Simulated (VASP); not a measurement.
# Zn3Bi2 (P4mm) in VASP: relaxation of cell and atoms with PBE

Aim: the relaxation of cell and atoms of Zn3Bi2 with PBE.

Program: VASP 6.6.1. These are calculated values, not measurements. Logs are shortened: lines on timing, memory, paths and dates and some standing lists are left out, and cuts for length are marked.

**1. The cell of the first run**

The structure is tetragonal, space group P4mm (No. 99). The conventional cell has a = 4.270 Å, b = 4.270 Å, c = 6.603 Å, α = 90.00°, β = 90.00°, γ = 90.00°. Within 3.6 Å of Zn (site symmetry 2mm) lie 6 Zn at 2.71 to 3.02 Å and 4 Bi at 2.89 to 3.10 Å. Within 3.7 Å of Zn (site symmetry 4mm) lie 4 Zn at 2.71 Å and 6 Bi at 2.99 to 3.61 Å. Bi (site symmetry 4mm) has 6 Zn at 2.89 to 3.61 Å and 4 Bi at 3.86 Å within 3.9 Å. Bi (site symmetry 4mm) has 8 Zn at 3.07 to 3.10 Å and 4 Bi at 3.86 Å within 4.0 Å.

The cell was built from a structure type or drawn by symmetry, and may not be a known phase.

**2. Relaxation of cell and atoms, PBE**

File INCAR:

```
ALGO     = Fast           # electronic algorithm
EDIFF    = 1E-7           # SCF threshold, eV
EDIFFG   = -0.01          # ionic threshold
ENCUT    = 600            # plane-wave cutoff, eV
GGA      = PE             # functional
IBRION   = 2              # ionic algorithm
ISIF     = 3              # what is computed and relaxed
ISMEAR   = 0              # smearing method
LASPH    = True           # aspherical terms in the spheres
LCHARG   = False          # write CHGCAR
LREAL    = False          # projectors in reciprocal space
LWAVE    = False          # write WAVECAR
NELM     = 60             # most SCF steps
NSW      = 100            # ionic steps
PREC     = Accurate       # precision mode
SIGMA    = 0.1            # smearing width, eV
```

File KPOINTS:

```
k-points
0
Gamma
  10 10 6
```

File POSCAR:

```
Zn3Bi2
1.0
    4.2702435335      0.0000000000      0.0000000000
    0.0000000000      4.2702435335      0.0000000000
    0.0000000000      0.0000000000      6.6028863564
Zn Bi
3 2
Direct
    0.5000000000      0.0000000000      0.9946096813
    0.0000000000      0.5000000000      0.9946096813
    0.0000000000      0.0000000000      0.2467917670
    0.0000000000      0.0000000000      0.6996256975
    0.5000000000      0.5000000000      0.3343630930
```

Potentials or basis: VASP PAW PBE potentials, release 64 (Zn, Bi_d).

Started as:

```console
cat potpaw_PBE.64/Zn/POTCAR potpaw_PBE.64/Bi_d/POTCAR > POTCAR
mpirun -np 1 vasp_std > vasp.out
```

OUTCAR:

```text
EDIFF = 1E-7
   EDIFFG = -0.01
   ENCUT = 600
   GGA = PE
   IBRION = 2
   ISIF = 3
   ISMEAR = 0
   LASPH = True
   LREAL = False
   NELM = 60
   NSW = 100
   PREC = Accurate

 ion  position               nearest neighbor table
   1  0.500  0.000  0.995-   3 2.71   3 2.71   4 2.89   4 2.89   2 3.02   2 3.02   2 3.02   2 3.02
                             5 3.10   5 3.10
   2  0.000  0.500  0.995-   3 2.71   3 2.71   4 2.89   4 2.89   1 3.02   1 3.02   1 3.02   1 3.02
                             5 3.10   5 3.10
   3  0.000  0.000  0.247-   1 2.71   2 2.71   2 2.71   1 2.71   4 2.99   5 3.07   5 3.07   5 3.07
                             5 3.07
   4  0.000  0.000  0.700-   1 2.89   2 2.89   2 2.89   1 2.89   3 2.99   5 3.86   5 3.86   5 3.86
                             5 3.86
   5  0.500  0.500  0.334-   3 3.07   3 3.07   3 3.07   3 3.07   2 3.10   2 3.10   1 3.10   1 3.10
                             4 3.86   4 3.86   4 3.86   4 3.86

  LATTYP: Found a simple tetragonal cell.
 ALAT       =     4.2702435335
 C/A-ratio  =     1.5462552205

  Lattice vectors:

 A1 = (   4.2702435335,   0.0000000000,   0.0000000000)
 A2 = (   0.0000000000,   4.2702435335,   0.0000000000)
 A3 = (   0.0000000000,   0.0000000000,   6.6028863564)

Analysis of symmetry for initial positions (statically):
=====================================================================
 Subroutine PRICEL returns:
 Original cell was already a primitive cell.

 Routine SETGRP: Setting up the symmetry group for a
 simple tetragonal supercell.

 Subroutine GETGRP returns: Found  8 space group operations
 (whereof  8 operations were pure point group operations)
 out of a pool of 16 trial point group operations.

The static configuration has the point symmetry C_4v.

Analysis of symmetry for dynamics (positions and initial velocities):
=====================================================================
 Subroutine PRICEL returns:
 Original cell was already a primitive cell.

 Routine SETGRP: Setting up the symmetry group for a
 simple tetragonal supercell.

 Subroutine GETGRP returns: Found  8 space group operations
 (whereof  8 operations were pure point group operations)
 out of a pool of 16 trial point group operations.

The dynamic configuration has the point symmetry C_4v.

 Subroutine INISYM returns: Found  8 space group operations
 (whereof  8 operations are pure point group operations),
 and found     1 'primitive' translations

----------------------------------------------------------------------------------------

                                     Primitive cell

  volume of cell :     120.4035

  direct lattice vectors                    reciprocal lattice vectors
     4.270243534  0.000000000  0.000000000     0.234178681  0.000000000  0.000000000
     0.000000000  4.270243534  0.000000000     0.000000000  0.234178681  0.000000000
     0.000000000  0.000000000  6.602886356     0.000000000  0.000000000  0.151448919

  length of vectors
     4.270243534  4.270243534  6.602886356     0.234178681  0.234178681  0.151448919

  position of ions in fractional coordinates (direct lattice)
     0.500000000  0.000000000  0.994609681
     0.000000000  0.500000000  0.994609681
     0.000000000  0.000000000  0.246791767
     0.000000000  0.000000000  0.699625697
     0.500000000  0.500000000  0.334363093

  ion indices of the primitive-cell ions
   primitive index   ion index
                 1           1
                 2           2
                 3           3
                 4           4
                 5           5

----------------------------------------------------------------------------------------

 KPOINTS: k-points

Automatic generation of k-mesh.
 Grid dimensions read from file:
 generate k-points for:   10   10    6

 Generating k-lattice:

  Cartesian coordinates                     Fractional coordinates (reciprocal lattice)
     0.023417868  0.000000000  0.000000000     0.100000000  0.000000000  0.000000000
     0.000000000  0.023417868  0.000000000     0.000000000  0.100000000  0.000000000
     0.000000000  0.000000000  0.025241486     0.000000000  0.000000000  0.166666667

  Length of vectors
     0.023417868  0.023417868  0.025241486

  Shift w.r.t. Gamma in fractional coordinates (k-lattice)
     0.000000000  0.000000000  0.000000000

 Subroutine IBZKPT returns following result:
 ===========================================

 Found     84 irreducible k-points:

 Following reciprocal coordinates:
            Coordinates               Weight
  0.000000  0.000000  0.000000      1.000000
  0.100000  0.000000  0.000000      4.000000
  0.200000  0.000000  0.000000      4.000000
  0.300000  0.000000  0.000000      4.000000
  0.400000  0.000000  0.000000      4.000000
  0.500000  0.000000  0.000000      2.000000
[... 16 lines left out ...]
  0.100000  0.000000  0.166667      8.000000
  0.200000  0.000000  0.166667      8.000000
 [... further k-points ...]
   k-points           NKPTS =     84   k-points in BZ     NKDIM =     84   number of bands    NBANDS=     39
   number of dos      NEDOS =    301   number of ions     NIONS =      5
   total plane-waves  NPLWV =  69984
   dimension x,y,z NGX =    36 NGY =   36 NGZ =   54
   dimension x,y,z NGXF=    72 NGYF=   72 NGZF=  108
   ions per type =               3   2
   NGX,Y,Z   is equivalent  to a cutoff of  14.02, 14.02, 13.60 a.u.
   NGXF,Y,Z  is equivalent  to a cutoff of  28.03, 28.03, 27.19 a.u.
 SYSTEM =  unknown system
   PREC   = accura    normal or accurate (medium, high low for compatibility)
   ISTART =      0    job   : 0-new  1-cont  2-samecut
   ICHARG =      2    charge: 1-file 2-atom 10-const
   ISPIN  =      1    spin polarized calculation?
   LNONCOLLINEAR =      F non collinear calculations
   LSORBIT =      F    spin-orbit coupling
   LASPH  =      T    aspherical Exc in radial PAW
   ENCUT  =  600.0 eV  44.10 Ry    6.64 a.u.   8.53  8.53 13.19*2*pi/ulx,y,z
   NELM   =     60;   NELMIN=  2; NELMDL= -5     # of ELM steps
   EDIFF  = 0.1E-06   stopping-criterion for ELM
   LREAL  =      F    real-space projection
   EDIFFG = -.1E-01   stopping-criterion for IOM
   NSW    =    100    number of steps for IOM
   IBRION =      2    ionic relax: 0-MD 1-quasi-New 2-CG
   NFREE  =      1    steps in history (QN), initial steepest desc. (CG)
   ISIF   =      3    stress and relaxation
   ISYM   =      2    0-nonsym 1-usesym 2-fastsym
   POTIM  = 0.5000    time-step for ionic-motion
   TEBEG  =    0.0;   TEEND  =   0.0 temperature during run
   PSTRESS=    0.0 pullay stress
   NELECT =      66.0000    total number of electrons
   NUPDOWN=      -1.0000    fix difference up-down
   EMIN   =  10.00;   EMAX   =-10.00  energy-range for DOS
   EFERMI =   0.00;   METHOD = LEGACY
   ISMEAR =     0;   SIGMA  =   0.10  broadening in eV -4-tet -1-fermi 0-gaus
   EFERMI_NEDOS =   21; number of points for ismear=-14 and -15
   IALGO  =     68    algorithm
   IMIX   =      4    mixing-type and parameters
     AMIX     =   0.40;   BMIX     =  1.00
     AMIX_MAG =   1.60;   BMIX_MAG =  1.00
  volume/ion in A,a.u.               =      24.08       162.50
  Fermi-wavevector in a.u.,A,eV,Ry     =   1.339810  2.531873 24.423681  1.795090
  Thomas-Fermi vector in A             =   2.468172
   LORBIT       =      0    0 simple, 1 ext, 2 COOP (PROOUT), +10 PAW based schemes
   GGA     = PE    functional components
   LHFCALC =     F    Hartree Fock is set to
   AEXX    =    0.0000 exact exchange contribution
   IVDW    =     0    specifies the selected vdW correction
   LEPSILON=     F    determine dielectric tensor
   LRPA    =     F    only Hartree local field effects (RPA)
 conjugate gradient relaxation of ions
 non-spin polarized calculation
 RMM-DIIS sequential band-by-band and
 Gauss-broadening in eV      SIGMA  =   0.10
  energy-cutoff  :      600.00
  volume of cell :      120.40
 maximum number of plane-waves:      4049
 NGX is ok and might be reduce to    36
   NGX = 17   NGY = 17   NGZ = 27

--------------------------------------- Ionic step        1  -------------------------------------------

 number of electron      66.0000015 magnetization

 Free energy of the ion-electron system (eV)
  ---------------------------------------------------
  ext. energy  EPLUGINS =         0.00000000
  ---------------------------------------------------
  free energy    TOTEN  =       -10.51291162 eV

  energy without entropy =      -10.50286214  energy(sigma->0) =      -10.50788688

------------------------ aborting loop because EDIFF is reached ----------------------------------------

  FORCE on cell =-STRESS in cart. coord.  units (eV):
  Direction    XX          YY          ZZ          XY          YZ          ZX
  --------------------------------------------------------------------------------------
  -------------------------------------------------------------------------------------
  Total        0.0885688      0.0885688     -0.1741947      0.0000000      0.0000000      0.0000000
  in kB        1.1785610      1.1785610     -2.3179621      0.0000000      0.0000000      0.0000000
  external PRESSURE =       0.0130533 kB  Pullay stress =       0.0000000 kB
[... 98 lines left out ...]
  FREE ENERGIE OF THE ION-ELECTRON SYSTEM (eV)
  ---------------------------------------------------
  free  energy   TOTEN  =       -10.5191117173 eV

  energy  without entropy=      -10.5105655876  energy(sigma->0) =      -10.51483865

[... ionic steps 4 to 8 ...]

--------------------------------------- Ionic step        9  -------------------------------------------

 number of electron      66.0000004 magnetization

------------------------ aborting loop because EDIFF is reached ----------------------------------------

  FORCE on cell =-STRESS in cart. coord.  units (eV):
  Direction    XX          YY          ZZ          XY          YZ          ZX
  --------------------------------------------------------------------------------------
  -------------------------------------------------------------------------------------
  Total       -0.0115365     -0.0115365      0.0352934      0.0000000     -0.0000000      0.0000000
  in kB       -0.1519376     -0.1519376      0.4648206      0.0000000     -0.0000000      0.0000000
  external PRESSURE =       0.0536485 kB  Pullay stress =       0.0000000 kB
[... 63 lines left out ...]
  energy  without entropy=      -10.5126080439  energy(sigma->0) =      -10.51706824

--------------------------------------- Ionic step       11  -------------------------------------------

 number of electron      66.0000011 magnetization

 Free energy of the ion-electron system (eV)
  ---------------------------------------------------
  ext. energy  EPLUGINS =         0.00000000
  ---------------------------------------------------
  free energy    TOTEN  =       -10.52155380 eV

  energy without entropy =      -10.51260740  energy(sigma->0) =      -10.51708060

 E-fermi :   4.6874     XC(G=0): -10.1030

 val. band max:        4.6792974553   @ k =   0.2000   0.1000   0.3333
 cond. band min:       4.6915407680   @ k =   0.2000   0.2000   0.3333
 fundamental gap:      0.0122433127
 Fermi energy:         4.6874420009

 k-point     1 :       0.0000    0.0000    0.0000
  band No.  band energies     occupation
      1     -18.1570      2.00000
      2     -18.1464      2.00000
      3     -18.1295      2.00000
      4     -18.1295      2.00000
      5     -18.1294      2.00000
      6     -17.9460      2.00000
[... 997 lines left out ...]
     38       8.4342      0.00000
     39       9.2790      0.00000

 [... further k-points ...]
[... 5 lines left out ...]
  --------------------------------------------------------------------------------------
  -------------------------------------------------------------------------------------
  Total       -0.0236056     -0.0236056     -0.0321414      0.0000000      0.0000000      0.0000000
  in kB       -0.3106666     -0.3106666     -0.4230047      0.0000000      0.0000000      0.0000000
  external PRESSURE =      -0.3481127 kB  Pullay stress =       0.0000000 kB
[... 20 lines left out ...]
  FREE ENERGIE OF THE ION-ELECTRON SYSTEM (eV)
  ---------------------------------------------------
  free  energy   TOTEN  =       -10.5215538035 eV

  energy  without entropy=      -10.5126074009  energy(sigma->0) =      -10.51708060

 reached required accuracy - stopping structural energy minimisation
```

It took 85 min on 1 thread of Intel Xeon 8259CL, shared host; peak memory 0.55 GiB.

What came out:

```
Free energy                           : -10.5216 eV
Relaxed volume                        : 24.35 Å³/atom
Relaxed cell                          : a = 4.283 Å, b = 4.283 Å, c = 6.636 Å, α = 90.00°, β = 90.00°, γ = 90.00°
Space group after relaxing (to 0.1 Å) : P4mm (No. 99)
Energy gained by relaxing             : 1.7 meV/atom
Ionic steps                           : 11
Pressure after relaxing               : 0.0 GPa
Largest force after relaxing          : 0.008 eV/Å
Band gap on the k mesh                : zero (bands 33 and 34 overlap by 2.79 eV)
```

Forces in eV/Å, atoms in the order of the input:
```
Zn   0.000  0.000 -0.006
Zn   0.000  0.000 -0.006
Zn   0.000  0.000  0.008
Bi   0.000  0.000  0.007
Bi   0.000  0.000 -0.003
```

Step by step:
```csv
step,energy change (eV),largest force (eV/Å),pressure (GPa),volume (Å³)
1,0.0000,0.2370,0.00,120.40
2,-0.0034,0.1654,0.07,120.41
3,-0.0062,0.0498,0.21,120.41
4,-0.0063,0.0500,0.24,120.41
5,-0.0070,0.0698,-0.07,121.30
6,-0.0070,0.0707,-0.07,121.29
7,-0.0076,0.0535,-0.06,121.37
8,-0.0084,0.0230,-0.01,121.57
9,-0.0085,0.0241,0.01,121.65
10,-0.0086,0.0144,-0.03,121.70
11,-0.0086,0.0076,-0.03,121.74
```

Final structure:
```xyz
5
Lattice="4.2833 0.0000 0.0000 0.0000 4.2833 0.0000 0.0000 0.0000 6.6356" Properties=species:S:1:pos:R:3 pbc="T T T"
Zn    2.1416    0.0000    6.5870
Zn    0.0000    2.1416    6.5870
Zn    0.0000    4.2833    1.6506
Bi    0.0000    4.2833    4.6965
Bi    2.1416    2.1416    2.1775
```

Caveat: spin-orbit coupling is left out, which moves the levels of the heavy elements.
